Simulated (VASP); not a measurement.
A run of VASP 6.6.1:

INCAR

```
SYSTEM = LaP
  PREC = Accurate
  ENCUT = 520
  EDIFF = 1E-6
  ISMEAR = 0
  SIGMA = 0.05
  LREAL = .False.
  LASPH = .True.
  NELM = 60
  ALGO = Normal
  ISIF = 2
  LWAVE = .False.
  LCHARG = .False.
  GGA = PS
  NBANDS = 15
```

File KPOINTS:

```
regular mesh
0
Gamma
  10 10 10
  0 0 0
```

File POSCAR:

```
LaP
1.0
    0.0000000000      2.9072971932      2.9072971932
    2.9072971932      0.0000000000      2.9072971932
    2.9072971932      2.9072971932      0.0000000000
La P
1 1
Direct
    0.0000000000      0.0000000000      0.0000000000
    0.5000000000      0.5000000000      0.5000000000
```

Potentials or basis: VASP PAW PBE potentials, release 64 (La, P).

Run with:

```console
$ cat potpaw_PBE.64/La/POTCAR potpaw_PBE.64/P/POTCAR > POTCAR
$ mpirun -np 1 vasp_std > vasp.out
```

Hardware: 1 thread of Intel(R) Xeon(R) Platinum 8259CL CPU @ 2.50GHz (Skylake/Cascade Lake) (shared host).

Problem. How long does it take, and how much memory?

Solution. Run time: 36 s on 1 thread of Intel(R) Xeon(R) Platinum 8259CL CPU @ 2.50GHz (Skylake/Cascade Lake) (shared host), peak memory 0.2 GiB. Counts: scf iterations 15, k points 47.
